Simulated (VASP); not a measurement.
A run of VASP 6.6.1:

Contents of POSCAR:

```
LiH
1.0
    0.0000000000      2.1451220264      2.1451220264
    2.1451220264      0.0000000000      2.1451220264
    2.1451220264      2.1451220264      0.0000000000
Li H
1 1
Direct
    0.0000000000      0.0000000000      0.0000000000
    0.2500000000      0.2500000000      0.2500000000
```

Contents of INCAR.step1:

```
PREC     = Accurate       # precision mode
ENCUT    = 520            # plane-wave cutoff, eV
ISMEAR   = 0              # smearing method
SIGMA    = 0.01           # smearing width, eV
LREAL    = F              # projectors in reciprocal space
LASPH    = T              # aspherical terms in the spheres
NELM     = 80             # most SCF steps
NBANDS   = 9              # bands
GGA      = PE             # functional
ALGO     = Normal         # electronic algorithm
EDIFF    = 1E-4           # SCF threshold, eV
LWAVE    = T              # write WAVECAR
LCHARG   = F              # write CHGCAR
```

The input INCAR.step2:

```
PREC     = Accurate       # precision mode
ENCUT    = 520            # plane-wave cutoff, eV
EDIFF    = 1E-6           # SCF threshold, eV
ISMEAR   = 0              # smearing method
SIGMA    = 0.01           # smearing width, eV
LREAL    = F              # projectors in reciprocal space
LASPH    = T              # aspherical terms in the spheres
NELM     = 80             # most SCF steps
ALGO     = Normal         # electronic algorithm
ISIF     = 2              # what is computed and relaxed
LWAVE    = F              # write WAVECAR
LCHARG   = F              # write CHGCAR
METAGGA  = R2SCAN         # meta-GGA
LMIXTAU  = T            
NBANDS   = 9              # bands
ISTART   = 1
```

The input KPOINTS:

```
regular mesh
0
Gamma
  10 10 10
```

Potentials or basis: VASP PAW PBE potentials, release 64 (Li_sv, H).

Command:

```sh
$ cat potpaw_PBE.64/Li_sv/POTCAR potpaw_PBE.64/H/POTCAR > POTCAR
$ cp INCAR.step1 INCAR
$ mpirun -np 1 vasp_std > vasp.out
$ cp INCAR.step2 INCAR
$ mpirun -np 1 vasp_std > vasp.out
```

Hardware: 1 thread of Intel(R) Xeon(R) Platinum 8488C (Sapphire Rapids) (shared host).

Task: Estimate the wall time of this run.

Result: It took 22 s on 1 thread of Intel(R) Xeon(R) Platinum 8488C (Sapphire Rapids), with other jobs on the host, peak memory 0.14 GiB. Counts: k points 47.
